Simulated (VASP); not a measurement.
## Tm3F: relaxation of cell and atoms with PBE

Crystal: Tm3F.

```
Tm F
1.0
     0.00000    3.73814    3.73814
     3.73814    0.00000    3.73814
     3.73814    3.73814    0.00000
Tm F
3 1
Direct
  0.25000 0.25000 0.25000
  0.75000 0.75000 0.75000
  0.00000 0.00000 0.00000
  0.50000 0.50000 0.50000
```

The cell was generated, and may not be a known phase.

| Property | Result |
| --- | --- |
| Program | VASP 6.6.1 |
| Task | relaxation of cell and atoms |
| Functional | PBE |
| Potentials or basis | VASP PAW PBE potentials, release 64 (Tm_3, F), 4f in core |
| Cutoff | 600 eV |
| k mesh | 12 × 12 × 12 |
| Occupations | gaussian, width 0.1 eV |
| Spin | no spin polarisation |
| Dipole correction | no |
| Further INCAR settings | ALGO = Normal; EDIFF = 1e-07; IBRION = 2; EDIFFG = -0.01; NSW = 100; ISIF = 3 |

| Quantity | Value |
| --- | --- |
| Relaxed volume | 26.64 Å³/atom |
| Relaxed cell | a = 5.321 Å, b = 5.321 Å, c = 5.321 Å, α = 60.00°, β = 60.00°, γ = 60.00° |
| Space group after relaxing (to 0.1 Å) | Fm-3m (No. 225) |
| Energy gained by relaxing | 1.2 meV/atom |
| Ionic steps | 3 |
| Pressure after relaxing | 0.0 GPa |
| Band gap on the k mesh | zero (bands 17 and 18 overlap by 0.82 eV) |

The path:
```tsv
step	energy change (eV)	largest force (eV/Å)	pressure (GPa)	volume (Å³)
1	0.0000	0.0000	0.72	104.47
2	-0.0045	0.0000	0.10	106.25
3	-0.0046	0.0000	0.00	106.55
```

Final structure:
```xyz
4
Lattice="0.0000 3.7627 3.7627 3.7627 0.0000 3.7627 3.7627 3.7627 0.0000" Properties=species:S:1:pos:R:3 pbc="T T T"
Tm    1.8814    1.8814    1.8814
Tm    5.6441    5.6441    5.6441
Tm    0.0000    0.0000    0.0000
F     3.7627    3.7627    3.7627
```

Levels at points of the mesh, in eV from the Fermi level:
```
           k point  band 14  band 15  band 16  band 17  band 18  band 19  band 20  band 21
(0.00, 0.00, 0.00)    -4.04    -0.93    -0.93     0.63     0.63     0.63     0.87     0.87
(0.50, 0.00, 0.00)    -2.01    -1.43    -0.12     0.05     0.05     0.77     0.77     0.85
(0.50, 0.50, 0.00)    -1.94    -1.75    -1.14    -0.39     0.47     0.57     0.57     1.96
```

Run time: 5.7 min on 1 thread of Intel(R) Xeon(R) 6975P-C (Granite Rapids), with other jobs on the host, peak memory 0.39 GiB.

Caveat: spin-orbit coupling is left out, which moves the levels of the heavy elements; the 4f electrons are frozen in the core, so they carry no moment and show no levels; the run has no spin polarisation, though such a crystal can be magnetic. Spin polarisation is off, so any magnetic state and its effect on volume and gap are missing.
